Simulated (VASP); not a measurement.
A run of VASP 6.6.1:

Contents of INCAR:

```
ALGO = Normal
EDIFF = 1E-6
ENCUT = 520
GGA = PS
ISIF = 2
ISMEAR = -1
LASPH = T
LCHARG = F
LREAL = F
LWAVE = F
NBANDS = 28
NELM = 80
PREC = Accurate
SIGMA = 0.05
```

Contents of KPOINTS:

```
k-points
0
Gamma
  6 6 6
```

The input POSCAR:

```
BaZrO3
1.0
    4.2190980275      0.0000000000      0.0000000000
    0.0000000000      4.2190980275      0.0000000000
    0.0000000000      0.0000000000      4.2190980275
Ba Zr O
1 1 3
Direct
    0.0000000000      0.0000000000      0.0000000000
    0.5000000000      0.5000000000      0.5000000000
    0.5000000000      0.5000000000      0.0000000000
    0.5000000000      0.0000000000      0.5000000000
    0.0000000000      0.5000000000      0.5000000000
```

Potentials or basis: VASP PAW PBE potentials, release 64 (Ba_sv, Zr_sv, O).

The run is started by

```sh
$ cat potpaw_PBE.64/Ba_sv/POTCAR potpaw_PBE.64/Zr_sv/POTCAR potpaw_PBE.64/O/POTCAR > POTCAR
$ mpirun -np 1 vasp_std > vasp.out
```

Hardware: 1 thread of Intel Xeon 8259CL, on a shared host.

Task: How long does it take, and how much memory?

Result: Wall time 65 s on 1 thread of Intel Xeon 8259CL, with other jobs on the host, peak memory 0.2 GiB. Counts: scf iterations 14, k points 20.
